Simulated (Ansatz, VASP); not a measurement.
# One calculation of P, two programs

Contents of INCAR:

```
  ALGO = Normal
  EDIFF = 1E-7
  ENCUT = 520
  ISIF = 2
  ISMEAR = 0
  LASPH = T
  LCHARG = F
  LREAL = F
  LWAVE = F
  NBANDS = 18
  NELM = 80
  PREC = Accurate
  SIGMA = 0.05
```

Contents of KPOINTS:

```
k-points
0
Gamma
  8 1 6
```

POSCAR

```
P
1.0
    3.2837277200      0.0000000000      0.0000000000
    0.0000000000     34.8570309900      0.0000000000
    0.0000000000      0.0000000000      4.6320847100
P
4
Direct
    0.0511672295      0.9702614300      0.5598438786
    0.0000000000      0.0297385700      0.4078492800
    0.5000000000      0.0297385700      0.0921507200
    0.5000000000      0.9702614300      0.9078492800
```

Input for Ansatz:

```yaml
crystal:
  lattice:
    - [3.28372772, 0.0, 0.0]
    - [0.0, 34.85703099, 0.0]
    - [0.0, 0.0, 4.63208471]
  atoms:
    - { symbol: P, position: [0.0511672295, 0.97026143, 0.5598438786] }
    - { symbol: P, position: [0.0, 0.02973857, 0.40784928] }
    - { symbol: P, position: [0.5, 0.02973857, 0.09215072] }
    - { symbol: P, position: [0.5, 0.97026143, 0.90784928] }
basis:
  ecutwfc: 420
kpoints:
  mp_grid: { grid: [8, 1, 6] }
hamiltonian:
  xc: lda
scf:
  occupations: { method: gaussian, width: 0.05 }
output:
  forces: true
  stress: true
  eigenvalues: true
```

Alike in both runs: task single point; functional LDA; k mesh 8 × 1 × 6; occupations gaussian, width 0.05 eV; no spin polarisation.

```csv
,VASP,Ansatz
version,VASP 6.6.1,Ansatz 0.2.0
potentials or method,"VASP PAW LDA potentials, release 64 (P), cutoff 520 eV","scalar-relativistic, plane waves, PAW"
valence electrons in the cell,20,20
```

Ansatz gave:

| Quantity | Value |
| --- | --- |
| gap on the k mesh at the Fermi level (eV) | 0.85 |
| least direct gap on the mesh (eV) | 1.06 |
| rms of the force components (eV/Å) | 0.655 |

Which values does VASP return?

gap on the k mesh at the Fermi level (eV): 0.87; least direct gap on the mesh (eV): 1.08; rms of the force components (eV/Å): 0.656.

LDA's correlation is that of Perdew and Zunger in VASP and of Perdew and Wang (1992) in Ansatz. Atom by atom the forces differ by 0.025 eV/Å (rms over components).
